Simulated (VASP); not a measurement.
Runs of VASP 6.6.1 on Re. The structure is that of space group P6/mmm (No. 191), or close to it. The cells are those of the table. This isn't the form of Re at room conditions, which is hcp.

| task | cell | k mesh | cutoff (eV) | gap on the mesh (eV) | pressure (GPa) | relaxed volume (Å³/atom) |
| --- | --- | --- | --- | --- | --- | --- |
| relaxation of cell and atoms | relaxed from a = 2.746, b = 2.746, c = 2.438 Å, angles 90.0, 90.0, 120.0°, 1 atom | 24 × 24 × 22 | 600 | none | 0.0 | 15.80 |
| single point | a = 2.736, b = 2.736, c = 2.440 Å, angles 90.0, 90.0, 120.0°, 1 atom | 24 × 24 × 22 | 520 | none | (a) | - |
| relaxation of cell and atoms | relaxed from a = 2.650, b = 2.650, c = 2.476 Å, angles 90.0, 90.0, 120.0°, 1 atom | 9 × 9 × 8 | 600 | none | 0.1 | 15.89 |
| single point | a = 2.746, b = 2.746, c = 2.438 Å, angles 90.0, 90.0, 120.0°, 1 atom | 9 × 9 × 8 | 520 | none | -0.7 | - |

Alike in all rows: level PBEsol; potentials or basis VASP PAW PBE potentials, release 64 (Re); no spin polarisation; smearing gaussian 0.1 eV.

**Question.** Fill in the values left out.

**Answer.** (a) -0.6.

Caveats: the PAW data sets were made with another functional, which shifts forces and pressure a little; spin-orbit coupling is left out, which moves the levels of the heavy elements.

A k mesh can miss the band edges, and the runs leave out spin-orbit coupling on Re.

A gap of «none» marks levels without a gap at the run's occupations.
